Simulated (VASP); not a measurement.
# PtS2 in VASP: a series of runs

PtS2 is run at these levels: PBE+D3(BJ); tasks: single point.

Everything below comes from runs of VASP 6.6.1. Logs are shortened: lines on timing, memory, paths and dates and some standing lists are left out, and cuts for length are marked.

## 1. The cell of the first run

The cell holds a slab with vacuum, 6 atoms: a = 3.542 Å, b = 3.542 Å, c = 22.467 Å, α = 90.00°, β = 90.00°, γ = 120.00°.

## 2. Single point, PBE+D3(BJ)

INCAR

```
SYSTEM = PtS2
PREC = Accurate
ENCUT = 520
EDIFF = 1E-6
ISMEAR = 0
SIGMA = 0.05
LREAL = .FALSE.
LASPH = .TRUE.
NELM = 80
ALGO = Normal
ISIF = 2
LWAVE = .FALSE.
LCHARG = .FALSE.
LDIPOL = .TRUE.
IDIPOL = 3
DIPOL = 0.5 0.5 0.387
GGA = PE
IVDW = 12
NBANDS = 31
```

KPOINTS

```
regular mesh
0
G
  9 9 1
  0 0 0
```

POSCAR

```
PtS2
1.0
    3.5415278079      0.0000000000      0.0000000000
   -1.7707639039      3.0670530498      0.0000000000
    0.0000000000      0.0000000000     22.4670615492
S Pt
4 2
Direct
    0.6666666667      0.3333333333      0.2002932155
    0.3333333333      0.6666666667      0.3108341854
    0.3333333333      0.6666666667      0.4639472212
    0.0000000000      1.0000000000      0.5744881911
    0.0000000000      0.0000000000      0.2555637004
   -0.3333333333      0.3333333333      0.5192177062
```

Potentials or basis: VASP PAW PBE potentials, release 64 (S, Pt).

The run is started by

```bash
> cat potpaw_PBE.64/S/POTCAR potpaw_PBE.64/Pt/POTCAR > POTCAR
> mpirun -np 1 vasp_std > vasp.out
```

OUTCAR:

```text
SYSTEM = PtS2
   PREC = Accurate
   ENCUT = 520
   EDIFF = 1E-6
   ISMEAR = 0
   LREAL = .FALSE.
   LASPH = .TRUE.
   NELM = 80
   ISIF = 2
   GGA = PE
   IVDW = 12
 IVDW          = 12

 ion  position               nearest neighbor table
   1  0.667  0.333  0.200-   5 2.39   5 2.39   5 2.39
   2  0.333  0.667  0.311-   5 2.39   5 2.39   5 2.39
   3  0.333  0.667  0.464-   6 2.39   6 2.39   6 2.39
   4  0.000  0.000  0.574-   6 2.39   6 2.39   6 2.39
   5  0.000  0.000  0.256-   1 2.39   1 2.39   1 2.39   2 2.39   2 2.39   2 2.39
   6  0.667  0.333  0.519-   4 2.39   4 2.39   4 2.39   3 2.39   3 2.39   3 2.39

  LATTYP: Found a hexagonal cell.
 ALAT       =     3.5415278079
 C/A-ratio  =     6.3438896340

  Lattice vectors:

 A1 = (   3.5415278079,   0.0000000000,   0.0000000000)
 A2 = (  -1.7707639039,   3.0670530498,   0.0000000000)
 A3 = (   0.0000000000,   0.0000000000,  22.4670615492)

Analysis of symmetry for initial positions (statically):
=====================================================================
 Subroutine PRICEL returns:
 Original cell was already a primitive cell.

 Routine SETGRP: Setting up the symmetry group for a
 hexagonal supercell.

 Subroutine GETGRP returns: Found 12 space group operations
 (whereof  6 operations were pure point group operations)
 out of a pool of 24 trial point group operations.

The static configuration has the point symmetry C_3v.
 The point group associated with its full space group is D_3d.

Analysis of symmetry for dynamics (positions and initial velocities):
=====================================================================
 Subroutine PRICEL returns:
 Original cell was already a primitive cell.

 Routine SETGRP: Setting up the symmetry group for a
 hexagonal supercell.

 Subroutine GETGRP returns: Found 12 space group operations
 (whereof  6 operations were pure point group operations)
 out of a pool of 24 trial point group operations.

The dynamic configuration has the point symmetry C_3v.
 The point group associated with its full space group is D_3d.

 Subroutine INISYM returns: Found 12 space group operations
 (whereof  6 operations are pure point group operations),
 and found     1 'primitive' translations

----------------------------------------------------------------------------------------

                                     Primitive cell

  volume of cell :     244.0384

  direct lattice vectors                    reciprocal lattice vectors
     3.541527808  0.000000000  0.000000000     0.282364012  0.163022938  0.000000000
    -1.770763904  3.067053050  0.000000000     0.000000000  0.326045877  0.000000000
     0.000000000  0.000000000 22.467061549     0.000000000  0.000000000  0.044509603

  length of vectors
     3.541527808  3.541527808 22.467061549     0.326045877  0.326045877  0.044509603

  position of ions in fractional coordinates (direct lattice)
     0.666666667  0.333333333  0.200293215
     0.333333333  0.666666667  0.310834185
     0.333333333  0.666666667  0.463947221
     0.000000000  0.000000000  0.574488191
     0.000000000  0.000000000  0.255563700
     0.666666667  0.333333333  0.519217706

  ion indices of the primitive-cell ions
   primitive index   ion index
                 1           1
                 2           2
                 3           3
                 4           4
                 5           5
                 6           6

----------------------------------------------------------------------------------------

 KPOINTS: regular mesh

Automatic generation of k-mesh.
 Grid dimensions read from file:
 generate k-points for:    9    9    1

 Generating k-lattice:

  Cartesian coordinates                     Fractional coordinates (reciprocal lattice)
     0.031373779  0.018113660  0.000000000     0.111111111 -0.000000000  0.000000000
     0.000000000  0.036227320  0.000000000     0.000000000  0.111111111  0.000000000
     0.000000000  0.000000000  0.044509603     0.000000000  0.000000000  1.000000000

  Length of vectors
     0.036227320  0.036227320  0.044509603

  Shift w.r.t. Gamma in fractional coordinates (k-lattice)
     0.000000000  0.000000000  0.000000000

 Subroutine IBZKPT returns following result:
 ===========================================

 Found     12 irreducible k-points:

 Following reciprocal coordinates:
            Coordinates               Weight
  0.000000  0.000000  0.000000      1.000000
  0.111111 -0.000000  0.000000      6.000000
  0.222222  0.000000  0.000000      6.000000
  0.333333 -0.000000  0.000000      6.000000
  0.444444  0.000000  0.000000      6.000000
  0.111111  0.111111  0.000000      6.000000
  0.222222  0.111111  0.000000     12.000000
  0.333333  0.111111  0.000000     12.000000
  0.444444  0.111111  0.000000      6.000000
  0.222222  0.222222  0.000000      6.000000
  0.333333  0.222222  0.000000     12.000000
  0.333333  0.333333  0.000000      2.000000
   k-points           NKPTS =     12   k-points in BZ     NKDIM =     12   number of bands    NBANDS=     31
   number of dos      NEDOS =    301   number of ions     NIONS =      6
   total plane-waves  NPLWV = 131712
   dimension x,y,z NGX =    28 NGY =   28 NGZ =  168
   dimension x,y,z NGXF=    56 NGYF=   56 NGZF=  336
   ions per type =               4   2
   NGX,Y,Z   is equivalent  to a cutoff of  13.14, 13.14, 12.43 a.u.
   NGXF,Y,Z  is equivalent  to a cutoff of  26.29, 26.29, 24.86 a.u.
 SYSTEM =  PtS2
   PREC   = accura    normal or accurate (medium, high low for compatibility)
   ISTART =      0    job   : 0-new  1-cont  2-samecut
   ICHARG =      2    charge: 1-file 2-atom 10-const
   ISPIN  =      1    spin polarized calculation?
   LNONCOLLINEAR =      F non collinear calculations
   LSORBIT =      F    spin-orbit coupling
   LASPH  =      T    aspherical Exc in radial PAW
   ENCUT  =  520.0 eV  38.22 Ry    6.18 a.u.   6.58  6.58 41.77*2*pi/ulx,y,z
   NELM   =     80;   NELMIN=  2; NELMDL= -5     # of ELM steps
   EDIFF  = 0.1E-05   stopping-criterion for ELM
   LREAL  =      F    real-space projection
   EDIFFG = 0.1E-04   stopping-criterion for IOM
   NSW    =      0    number of steps for IOM
   IBRION =     -1    ionic relax: 0-MD 1-quasi-New 2-CG
   NFREE  =      0    steps in history (QN), initial steepest desc. (CG)
   ISIF   =      2    stress and relaxation
   ISYM   =      2    0-nonsym 1-usesym 2-fastsym
   POTIM  = 0.5000    time-step for ionic-motion
   TEBEG  =    0.0;   TEEND  =   0.0 temperature during run
   PSTRESS=    0.0 pullay stress
   NELECT =      44.0000    total number of electrons
   NUPDOWN=      -1.0000    fix difference up-down
   EMIN   =  10.00;   EMAX   =-10.00  energy-range for DOS
   EFERMI =   0.00;   METHOD = LEGACY
   ISMEAR =     0;   SIGMA  =   0.05  broadening in eV -4-tet -1-fermi 0-gaus
   EFERMI_NEDOS =   21; number of points for ismear=-14 and -15
   IALGO  =     38    algorithm
   IMIX   =      4    mixing-type and parameters
     AMIX     =   0.40;   BMIX     =  1.00
     AMIX_MAG =   1.60;   BMIX_MAG =  1.00
  volume/ion in A,a.u.               =      40.67       274.48
  Fermi-wavevector in a.u.,A,eV,Ry     =   0.924854  1.747720 11.637800  0.855354
  Thomas-Fermi vector in A             =   2.050645
   LORBIT       =      0    0 simple, 1 ext, 2 COOP (PROOUT), +10 PAW based schemes
   GGA     = PE    functional components
   LHFCALC =     F    Hartree Fock is set to
   AEXX    =    0.0000 exact exchange contribution
   IVDW    =    12    specifies the selected vdW correction
   LEPSILON=     F    determine dielectric tensor
   LRPA    =     F    only Hartree local field effects (RPA)
 non-spin polarized calculation
 Gauss-broadening in eV      SIGMA  =   0.05
  energy-cutoff  :      520.00
  volume of cell :      244.04
 maximum number of plane-waves:      6671
 NGX is ok and might be reduce to    28
   NGX = 13   NGY = 13   NGZ = 83

 dipolmoment           0.000000      0.000000      0.000005 electrons x Angstroem

 number of electron      44.0000001 magnetization

 dipolmoment           0.000000      0.000000     -0.000002 electrons x Angstroem

 Free energy of the ion-electron system (eV)
  ---------------------------------------------------
  ext. energy  EPLUGINS =         0.00000000
  ---------------------------------------------------
  free energy    TOTEN  =       -30.85672368 eV

  energy without entropy =      -30.85672368  energy(sigma->0) =      -30.85672368

 E-fermi :  -0.2701     XC(G=0):  -5.4538

 val. band max:       -0.4979349860   @ k =   0.1111   0.1111   0.0000
 cond. band min:       0.8403641583   @ k =   0.2222   0.0000   0.0000
 fundamental gap:      1.3382991443
 Fermi energy:        -0.2701027266

 k-point     1 :       0.0000    0.0000    0.0000
  band No.  band energies     occupation
      1     -14.9097      2.00000
      2     -14.8599      2.00000
      3     -12.7460      2.00000
      4     -12.6281      2.00000
      5      -6.3828      2.00000
      6      -6.3828      2.00000
[... 23 lines left out ...]
     30       5.4773      0.00000
     31       5.5176      0.00000

 k-point     2 :       0.1111   -0.0000    0.0000
  band No.  band energies     occupation
      1     -14.7559      2.00000
      2     -14.7053      2.00000
      3     -12.7738      2.00000
      4     -12.6635      2.00000
      5      -6.3998      2.00000
      6      -6.3564      2.00000
[... 23 lines left out ...]
     30       5.8919      0.00000
     31       6.1081      0.00000

 k-point     3 :       0.2222    0.0000    0.0000
  band No.  band energies     occupation
      1     -14.3302      2.00000
      2     -14.2768      2.00000
      3     -12.8454      2.00000
      4     -12.7529      2.00000
      5      -6.3600      2.00000
      6      -6.2602      2.00000
[... 295 lines left out ...]
     30       7.6511      0.00000
     31       7.7529      0.00000

 k-point    12 :       0.3333    0.3333    0.0000
  band No.  band energies     occupation
      1     -13.0322      2.00000
      2     -12.9489      2.00000
      3     -12.9489      2.00000
      4     -12.9102      2.00000
      5      -6.2144      2.00000
      6      -6.2144      2.00000
[... 23 lines left out ...]
     30       7.8805      0.00000
     31       7.9803      0.00000

------------------------ aborting loop because EDIFF is reached ----------------------------------------

 vacuum level on the upper side and lower side of the slab       (xc-potential included)        -0.245        -0.245

 Edisp (eV)   -1.88930

 E8    (eV) :    -0.7826

  FORCE on cell =-STRESS in cart. coord.  units (eV):
  Direction    XX          YY          ZZ          XY          YZ          ZX
  --------------------------------------------------------------------------------------
  -------------------------------------------------------------------------------------
  Total      -0.43512    -0.43512    -0.26556    -0.00000     0.00000    -0.00000
  in kB      -2.85671    -2.85671    -1.74350    -0.00000     0.00000    -0.00000
  external pressure =       -2.49 kB  Pullay stress =        0.00 kB

 VOLUME and BASIS-vectors are now :
 -----------------------------------------------------------------------------
  energy-cutoff  :      520.00
  volume of cell :      244.04
      direct lattice vectors                 reciprocal lattice vectors
     3.541527808  0.000000000  0.000000000     0.282364012  0.163022938  0.000000000
    -1.770763904  3.067053050  0.000000000     0.000000000  0.326045877  0.000000000
     0.000000000  0.000000000 22.467061549     0.000000000  0.000000000  0.044509603

 POSITION                                       TOTAL-FORCE (eV/Angst)
 -----------------------------------------------------------------------------------
      1.77076      1.02235      4.50000         0.000000      0.000000      0.042734
     -0.00000      2.04470      6.98353        -0.000000      0.000000     -0.094769
     -0.00000      2.04470     10.42353         0.000000     -0.000000      0.094769
      0.00000      0.00000     12.90706        -0.000000      0.000000     -0.042734
      0.00000      0.00000      5.74177        -0.000000     -0.000000      0.027890
      1.77076      1.02235     11.66530         0.000000      0.000000     -0.027890
 -----------------------------------------------------------------------------------
    total drift:                               -0.000000      0.000000     -0.000051

  FREE ENERGIE OF THE ION-ELECTRON SYSTEM (eV)
  ---------------------------------------------------
  free  energy   TOTEN  =       -32.7460203842 eV

  energy  without entropy=      -32.7460203842  energy(sigma->0) =      -32.74602038

 vacuum level on the upper side and lower side of the slab         5.272         5.272
```

Run time: 2.6 min. Hardware: 1 thread of Intel Xeon 6975P-C, shared host; peak memory 0.39 GiB.

Results:

* Free energy: -32.7460 eV
* Largest force: 0.095 eV/Å
* Band gap on the k mesh: 1.34 eV, indirect (least direct gap 1.45 eV)
* Dispersion energy per atom: -0.315 eV

Forces on the atoms (eV/Å):
```
S    0.000  0.000  0.043
S    0.000  0.000 -0.095
S    0.000  0.000  0.095
S    0.000  0.000 -0.043
Pt   0.000  0.000  0.028
Pt   0.000  0.000 -0.028
```

Caveat: spin-orbit coupling is left out, which moves the levels of the heavy elements.

## 3. Single point, PBE+D3(BJ)

INCAR

```
PREC = Accurate
ENCUT = 520
EDIFF = 1E-6
ISMEAR = 0
SIGMA = 0.05
LREAL = False
LASPH = True
NELM = 100
ALGO = Normal
ISIF = 2
LWAVE = False
LCHARG = True
LDIPOL = True
IDIPOL = 3
DIPOL = 0.5 0.5 0.387
GGA = PE
IVDW = 12
LELF = True
LVHAR = True
LVACPOTAV = True
NBANDS = 31
```

KPOINTS

```
Automatic mesh
0
Gamma
  9 9 1
```

POSCAR

```
PtS2
1.0
    3.5415278079      0.0000000000      0.0000000000
   -1.7707639039      3.0670530498      0.0000000000
    0.0000000000      0.0000000000     22.4670615492
S Pt
4 2
Direct
    0.6666666667      0.3333333333      0.2002932155
    0.3333333333      0.6666666667      0.3108341854
    0.6666666667      1.3333333333      0.4639472212
    0.3333333333      1.6666666667      0.5744881911
    0.0000000000      0.0000000000      0.2555637004
    0.0000000000      1.0000000000      0.5192177062
```

Potentials or basis: VASP PAW PBE potentials, release 64 (S, Pt).

The run is started by

```bash
> cat potpaw_PBE.64/S/POTCAR potpaw_PBE.64/Pt/POTCAR > POTCAR
> mpirun -np 1 vasp_std > vasp.out
```

Wall time 2.2 min (1 thread of Intel Xeon 6975P-C, shared host); peak memory 0.39 GiB.

The run converged. Its results:

```yaml
Free_energy: -32.7974 eV
Largest_force: 0.088 eV/Å
Band_gap_on_the_k_mesh: 1.49 eV, indirect (least direct gap 1.61 eV)
Dispersion_energy_per_atom: -0.315 eV
```

Forces on the atoms (eV/Å):
```
S    0.000  0.000  0.037
S    0.000  0.000  0.016
S    0.000  0.000 -0.016
S    0.000  0.000 -0.037
Pt   0.000  0.000  0.088
Pt   0.000  0.000 -0.088
```

Levels at points of the mesh, in eV from the valence-band top:
| k point | band 19 | band 20 | band 21 | band 22 | band 23 | band 24 | band 25 | band 26 |
| --- | --- | --- | --- | --- | --- | --- | --- | --- |
| (0.00, 0.00, 0.00) | -0.48 | -0.48 | -0.45 | -0.45 | 2.98 | 2.98 | 3.04 | 3.04 |

Caveat: spin-orbit coupling is left out, which moves the levels of the heavy elements.
